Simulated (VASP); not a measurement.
Set up this calculation in VASP 6.6.1, as the native input.

* Task: single point
* Functional: PBE
* Potentials or basis: VASP PAW PBE potentials, release 64 (Cl, Li_sv)
* Cutoff: 520 eV
* k mesh: 6 × 6 × 6
* Occupations: fermi-dirac, width 0.05 eV
* Spin: no spin polarisation
* Dipole correction: no
* Further INCAR settings: ALGO = Normal; EDIFF = 1e-06; NBANDS = 12

The structure of LiCl lies in POSCAR:

```
LiCl
1.0
    0.0000000000      2.5647700000      2.5647700000
    2.5647700000      0.0000000000      2.5647700000
    2.5647700000      2.5647700000      0.0000000000
Cl Li
1 1
Direct
    0.5000000000      0.5000000000      0.5000000000
    0.0000000000      0.0000000000      0.0000000000
```

The input as run:

INCAR

```
SYSTEM = LiCl
PREC = Accurate ; ENCUT = 520
EDIFF = 1E-6 ; ISMEAR = -1
SIGMA = 0.05 ; LREAL = .FALSE.
LASPH = .TRUE. ; NELM = 80
ALGO = Normal ; ISIF = 2
LWAVE = .FALSE. ; LCHARG = .FALSE.
GGA = PE ; NBANDS = 12
```

KPOINTS

```
Automatic mesh
0
G
  6 6 6
  0 0 0
```

Potentials or basis: VASP PAW PBE potentials, release 64 (Cl, Li_sv).

Command:

```sh
$ cat potpaw_PBE.64/Cl/POTCAR potpaw_PBE.64/Li_sv/POTCAR > POTCAR
$ mpirun -np 1 vasp_std > vasp.out
```

It gave:

```yaml
Band_gap_on_the_k_mesh: 6.34 eV, direct
```

Run time: 5.9 s on 1 thread of Intel Xeon 6975P-C, on a shared host, peak memory 0.15 GiB.
